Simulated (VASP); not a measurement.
# Tl (P6_3/mmc) in VASP: notebook, part 2 of 2

VASP 6.6.1. The steps go on from the part before.

## (5) Single point, LDA (28.36 Å³/atom)

This run uses another cell than the first one, of 28.36 Å³/atom.

The input, INCAR:

```
SYSTEM = Tl
ALGO = Normal ; EDIFF = 1E-6
ENCUT = 520 ; GGA = CA
ISIF = 2 ; ISMEAR = -1
LASPH = .True. ; LCHARG = .False.
LREAL = .False. ; LWAVE = .False.
NBANDS = 20 ; NELM = 100
PREC = Accurate ; SIGMA = 0.1
```

The input, KPOINTS:

```
k-points
0
Gamma
  17 17 10
  0 0 0
```

The input, POSCAR:

```
Tl
1.0
    3.4461634298      0.0000000000      0.0000000000
   -1.7230817149      2.9844650758      0.0000000000
    0.0000000000      0.0000000000      5.5146307794
Tl
2
Direct
    0.3333333333      0.6666666667      0.2500000000
    0.6666666667      0.3333333333      0.7500000000
```

Launch:

```console
$ cat potpaw_LDA.64/Tl_d/POTCAR > POTCAR
$ mpirun -np 1 vasp_std > vasp.out
```

Run time: 52 s. Hardware: 1 thread of Intel Xeon 6975P-C (Granite Rapids), shared host; peak memory 0.28 GiB.

It converged, with:

```yaml
Free_energy: -5.8742 eV
Pressure: -1.4 GPa
Band_gap_on_the_k_mesh: zero (bands 13 and 14 overlap by 5.77 eV)
```

Stress tensor (GPa, compression positive):
```
-1.30  0.00  0.00
 0.00 -1.30  0.00
 0.00  0.00 -1.67
```

Levels at points of the mesh, in eV from the Fermi level:
```
           k point  band 9  band 10  band 11  band 12  band 13  band 14  band 15  band 16  band 17  band 18
(0.00, 0.00, 0.00)  -11.05   -11.05   -10.13    -5.14    -2.90     7.97     7.97    10.08    10.08    10.35
(0.00, 0.00, 0.50)  -11.16   -11.16    -8.68    -8.68     3.35     3.35     8.96     8.96     8.96     8.96
```

Caveat: spin-orbit coupling is left out, which moves the levels of the heavy elements.

## (6) Single point, LDA (29.45 Å³/atom)

This run uses another cell than the first one, of 29.45 Å³/atom.

The input, INCAR:

```
PREC = Accurate
ENCUT = 520
EDIFF = 1E-7
ISMEAR = -1
SIGMA = 0.1
LREAL = False
LASPH = True
NELM = 80
ALGO = Normal
ISIF = 2
LWAVE = False
LCHARG = False
GGA = CA
NBANDS = 20
```

The input, KPOINTS:

```
regular mesh
0
Gamma
  17 17 10
```

The input, POSCAR:

```
Tl
1.0
    3.4897903830      0.0000000000      0.0000000000
   -1.7448951915      3.0222471256      0.0000000000
    0.0000000000      0.0000000000      5.5844436435
Tl
2
Direct
    0.3333333333      0.6666666667      0.2500000000
    0.6666666667      0.3333333333      0.7500000000
```

Potentials or basis: VASP PAW LDA potentials, release 64 (Tl_d).

Launch:

```console
$ cat potpaw_LDA.64/Tl_d/POTCAR > POTCAR
$ mpirun -np 1 vasp_std > vasp.out
```

OUTCAR:

```text
PREC = Accurate
   ENCUT = 520
   EDIFF = 1E-7
   ISMEAR = -1
   LREAL = False
   LASPH = True
   NELM = 80
   ISIF = 2
   GGA = CA

 ion  position               nearest neighbor table
   1  0.333  0.667  0.250-   2 3.44   2 3.44   2 3.44   2 3.44   2 3.44   2 3.44
   2  0.667  0.333  0.750-   1 3.44   1 3.44   1 3.44   1 3.44   1 3.44   1 3.44

  LATTYP: Found a hexagonal cell.
 ALAT       =     3.4897903830
 C/A-ratio  =     1.6002232314

  Lattice vectors:

 A1 = (   3.4897903830,   0.0000000000,   0.0000000000)
 A2 = (  -1.7448951915,   3.0222471256,   0.0000000000)
 A3 = (   0.0000000000,   0.0000000000,   5.5844436435)

Analysis of symmetry for initial positions (statically):
=====================================================================
 Subroutine PRICEL returns:
 Original cell was already a primitive cell.

 Routine SETGRP: Setting up the symmetry group for a
 hexagonal supercell.

 Subroutine GETGRP returns: Found 24 space group operations
 (whereof 12 operations were pure point group operations)
 out of a pool of 24 trial point group operations.

The static configuration has the point symmetry D_3d.
 The point group associated with its full space group is D_6h.

Analysis of symmetry for dynamics (positions and initial velocities):
=====================================================================
 Subroutine PRICEL returns:
 Original cell was already a primitive cell.

 Routine SETGRP: Setting up the symmetry group for a
 hexagonal supercell.

 Subroutine GETGRP returns: Found 24 space group operations
 (whereof 12 operations were pure point group operations)
 out of a pool of 24 trial point group operations.

The dynamic configuration has the point symmetry D_3d.
 The point group associated with its full space group is D_6h.

 Subroutine INISYM returns: Found 24 space group operations
 (whereof 12 operations are pure point group operations),
 and found     1 'primitive' translations

----------------------------------------------------------------------------------------

                                     Primitive cell

  volume of cell :      58.8992

  direct lattice vectors                    reciprocal lattice vectors
     3.489790383  0.000000000  0.000000000     0.286550162  0.165439813  0.000000000
    -1.744895191  3.022247126  0.000000000     0.000000000  0.330879626  0.000000000
     0.000000000  0.000000000  5.584443644     0.000000000  0.000000000  0.179068868

  length of vectors
     3.489790383  3.489790383  5.584443644     0.330879626  0.330879626  0.179068868

  position of ions in fractional coordinates (direct lattice)
     0.333333333  0.666666667  0.250000000
     0.666666667  0.333333333  0.750000000

  ion indices of the primitive-cell ions
   primitive index   ion index
                 1           1
                 2           2

----------------------------------------------------------------------------------------

 KPOINTS: regular mesh

Automatic generation of k-mesh.
 Grid dimensions read from file:
 generate k-points for:   17   17   10

 Generating k-lattice:

  Cartesian coordinates                     Fractional coordinates (reciprocal lattice)
     0.016855892  0.009731754  0.000000000     0.058823529 -0.000000000  0.000000000
     0.000000000  0.019463507  0.000000000     0.000000000  0.058823529  0.000000000
     0.000000000  0.000000000  0.017906887     0.000000000  0.000000000  0.100000000

  Length of vectors
     0.019463507  0.019463507  0.017906887

  Shift w.r.t. Gamma in fractional coordinates (k-lattice)
     0.000000000  0.000000000  0.000000000

 Subroutine IBZKPT returns following result:
 ===========================================

 Found    198 irreducible k-points:

 Following reciprocal coordinates:
            Coordinates               Weight
  0.000000  0.000000  0.000000      1.000000
  0.058824 -0.000000  0.000000      6.000000
  0.117647  0.000000  0.000000      6.000000
  0.176471  0.000000  0.000000      6.000000
  0.235294  0.000000  0.000000      6.000000
  0.294118  0.000000  0.000000      6.000000
[... 16 lines left out ...]
  0.411765  0.117647  0.000000     12.000000
  0.176471  0.176471  0.000000      6.000000
 [... further k-points ...]
   k-points           NKPTS =    198   k-points in BZ     NKDIM =    198   number of bands    NBANDS=     20
   number of dos      NEDOS =    301   number of ions     NIONS =      2
   total plane-waves  NPLWV =  32928
   dimension x,y,z NGX =    28 NGY =   28 NGZ =   42
   dimension x,y,z NGXF=    56 NGYF=   56 NGZF=   84
   ions per type =               2
   NGX,Y,Z   is equivalent  to a cutoff of  13.34, 13.34, 12.50 a.u.
   NGXF,Y,Z  is equivalent  to a cutoff of  26.68, 26.68, 25.01 a.u.
 SYSTEM =  unknown system
   PREC   = accura    normal or accurate (medium, high low for compatibility)
   ISTART =      0    job   : 0-new  1-cont  2-samecut
   ICHARG =      2    charge: 1-file 2-atom 10-const
   ISPIN  =      1    spin polarized calculation?
   LNONCOLLINEAR =      F non collinear calculations
   LSORBIT =      F    spin-orbit coupling
   LASPH  =      T    aspherical Exc in radial PAW
   ENCUT  =  520.0 eV  38.22 Ry    6.18 a.u.   6.49  6.49 10.38*2*pi/ulx,y,z
   NELM   =     80;   NELMIN=  2; NELMDL= -5     # of ELM steps
   EDIFF  = 0.1E-06   stopping-criterion for ELM
   LREAL  =      F    real-space projection
   EDIFFG = 0.1E-05   stopping-criterion for IOM
   NSW    =      0    number of steps for IOM
   IBRION =     -1    ionic relax: 0-MD 1-quasi-New 2-CG
   NFREE  =      0    steps in history (QN), initial steepest desc. (CG)
   ISIF   =      2    stress and relaxation
   ISYM   =      2    0-nonsym 1-usesym 2-fastsym
   POTIM  = 0.5000    time-step for ionic-motion
   TEBEG  =    0.0;   TEEND  =   0.0 temperature during run
   PSTRESS=    0.0 pullay stress
   NELECT =      26.0000    total number of electrons
   NUPDOWN=      -1.0000    fix difference up-down
   EMIN   =  10.00;   EMAX   =-10.00  energy-range for DOS
   EFERMI =   0.00;   METHOD = LEGACY
   ISMEAR =    -1;   SIGMA  =   0.10  broadening in eV -4-tet -1-fermi 0-gaus
   EFERMI_NEDOS =   21; number of points for ismear=-14 and -15
   IALGO  =     38    algorithm
   IMIX   =      4    mixing-type and parameters
     AMIX     =   0.40;   BMIX     =  1.00
     AMIX_MAG =   1.60;   BMIX_MAG =  1.00
  volume/ion in A,a.u.               =      29.45       198.74
  Fermi-wavevector in a.u.,A,eV,Ry     =   1.246511  2.355565 21.140601  1.553790
  Thomas-Fermi vector in A             =   2.380685
   LORBIT       =      0    0 simple, 1 ext, 2 COOP (PROOUT), +10 PAW based schemes
   GGA     = CA    functional components
   LHFCALC =     F    Hartree Fock is set to
   AEXX    =    0.0000 exact exchange contribution
   IVDW    =     0    specifies the selected vdW correction
   LEPSILON=     F    determine dielectric tensor
   LRPA    =     F    only Hartree local field effects (RPA)
 non-spin polarized calculation
  energy-cutoff  :      520.00
  volume of cell :       58.90
 maximum number of plane-waves:      1611
 NGX is ok and might be reduce to    28
   NGX = 13   NGY = 13   NGZ = 21

 number of electron      26.0000002 magnetization

 Free energy of the ion-electron system (eV)
  ---------------------------------------------------
  ext. energy  EPLUGINS =         0.00000000
  ---------------------------------------------------
  free energy    TOTEN  =        -5.84726244 eV

  energy without entropy =       -5.81740277  energy(sigma->0) =       -5.83233260

 E-fermi :   5.9839     XC(G=0): -10.3597

 val. band max:        5.9650915449   @ k =   0.3529  -0.0000   0.5000
 cond. band min:       6.0187616618   @ k =   0.4118   0.1765   0.2000
 fundamental gap:      0.0536701169
 Fermi energy:         5.9839458034

 k-point     1 :       0.0000    0.0000    0.0000
  band No.  band energies     occupation
      1      -5.7166      2.00000
      2      -5.5102      2.00000
      3      -5.4910      2.00000
      4      -5.4910      2.00000
      5      -5.4416      2.00000
      6      -5.4416      2.00000
[... 12 lines left out ...]
     19      16.5490      0.00000
     20      16.6851      0.00000
[... 507 lines left out ...]
 k-point    24 :       0.1765    0.1765    0.0000
  band No.  band energies     occupation
      1      -5.6171      2.00000
      2      -5.6142      2.00000
      3      -5.5764      2.00000
      4      -5.4900      2.00000
      5      -5.3839      2.00000
      6      -5.3081      2.00000
[... 12 lines left out ...]
     19      14.9988      0.00000
     20      17.3978      0.00000

 [... further k-points ...]

------------------------ aborting loop because EDIFF is reached ----------------------------------------

  FORCE on cell =-STRESS in cart. coord.  units (eV):
  Direction    XX          YY          ZZ          XY          YZ          ZX
  --------------------------------------------------------------------------------------
  -------------------------------------------------------------------------------------
  Total       -0.9085551     -0.9085551     -1.0890330      0.0000000      0.0000000      0.0000000
  in kB      -24.7145445    -24.7145445    -29.6239121      0.0000000      0.0000000      0.0000000
  external PRESSURE =     -26.3510003 kB  Pullay stress =       0.0000000 kB

 VOLUME and BASIS-vectors are now :
 -----------------------------------------------------------------------------
  energy-cutoff  :      520.00
  volume of cell :       58.90
      direct lattice vectors                 reciprocal lattice vectors
     3.489790383  0.000000000  0.000000000     0.286550162  0.165439813  0.000000000
    -1.744895191  3.022247126  0.000000000     0.000000000  0.330879626  0.000000000
     0.000000000  0.000000000  5.584443644     0.000000000  0.000000000  0.179068868

 POSITION                                       TOTAL-FORCE (eV/Angst)
 -----------------------------------------------------------------------------------
     -0.00000      2.01483      1.39611        -0.000000      0.000000      0.000000
      1.74490      1.00742      4.18833         0.000000      0.000000      0.000000
 -----------------------------------------------------------------------------------
    total drift:                                0.000000     -0.000000      0.000000

  FREE ENERGIE OF THE ION-ELECTRON SYSTEM (eV)
  ---------------------------------------------------
  free  energy   TOTEN  =        -5.8472624363 eV

  energy  without entropy=       -5.8174027687  energy(sigma->0) =       -5.83233260
```

OSZICAR:

```text
N       E                     dE             d eps       ncg     rms          rms(c)
DAV:   1     0.130265029943E+03    0.13027E+03   -0.14137E+04  7968   0.122E+03
DAV:   2    -0.335668227428E+01   -0.13362E+03   -0.13102E+03  8620   0.275E+02
DAV:   3    -0.589316294618E+01   -0.25365E+01   -0.25288E+01  9156   0.333E+01
DAV:   4    -0.590855847059E+01   -0.15396E-01   -0.15394E-01  8436   0.281E+00
DAV:   5    -0.590877762776E+01   -0.21916E-03   -0.21916E-03  8852   0.332E-01    0.282E+00
DAV:   6    -0.585763133589E+01    0.51146E-01   -0.86397E-02  8392   0.223E+00    0.200E+00
DAV:   7    -0.584811047463E+01    0.95209E-02   -0.32828E-02  8456   0.134E+00    0.731E-01
DAV:   8    -0.584726084967E+01    0.84962E-03   -0.23078E-03  8392   0.378E-01    0.362E-02
DAV:   9    -0.584726289468E+01   -0.20450E-05   -0.10986E-05  8948   0.284E-02    0.757E-03
DAV:  10    -0.584726243681E+01    0.45788E-06   -0.84526E-07  8700   0.766E-03    0.774E-04
DAV:  11    -0.584726243630E+01    0.50750E-09   -0.86749E-08  4556   0.213E-03
   1 F= -.58472624E+01 E0= -.58323326E+01  d E =-.298597E-01
```

It took 56 s on 1 thread of Intel Xeon 6975P-C (Granite Rapids), shared host; peak memory 0.29 GiB.

Results:

- Free energy: -5.8473 eV
- Pressure: -2.6 GPa
- Band gap on the k mesh: zero (bands 13 and 14 overlap by 5.50 eV)

Stress tensor (GPa, compression positive):
```
-2.47  0.00  0.00
 0.00 -2.47  0.00
 0.00  0.00 -2.96
```

Caveat: spin-orbit coupling is left out, which moves the levels of the heavy elements.

## (7) Summary

| task | cell | k mesh | cutoff (eV) | gap on the mesh (eV) | pressure (GPa) |
| --- | --- | --- | --- | --- | --- |
| single point | a = 3.308, b = 3.308, c = 5.294 Å, angles 90.0, 90.0, 120.0°, 2 atoms | 17 × 17 × 10 | 520 | none | 4.7 |
| relaxation of cell and atoms | relaxed from a = 3.438, b = 3.438, c = 5.478 Å, angles 90.0, 90.0, 120.0°, 2 atoms | 11 × 11 × 6 | 600 | none | 0.0 |
| single point | a = 3.355, b = 3.355, c = 5.369 Å, angles 90.0, 90.0, 120.0°, 2 atoms | 17 × 17 × 10 | 520 | none | 2.1 |
| single point | a = 3.446, b = 3.446, c = 5.515 Å, angles 90.0, 90.0, 120.0°, 2 atoms | 17 × 17 × 10 | 520 | none | -1.4 |
| single point | a = 3.490, b = 3.490, c = 5.584 Å, angles 90.0, 90.0, 120.0°, 2 atoms | 17 × 17 × 10 | 520 | none | -2.6 |

Alike in all rows: level LDA; potentials or basis VASP PAW LDA potentials, release 64 (Tl_d); no spin polarisation; smearing fermi-dirac 0.1 eV.

Caveats: spin-orbit coupling is left out, which moves the levels of the heavy elements; the cell stands under pressure (at least some runs).

Absolute energies hang on the potentials; compare differences alone.
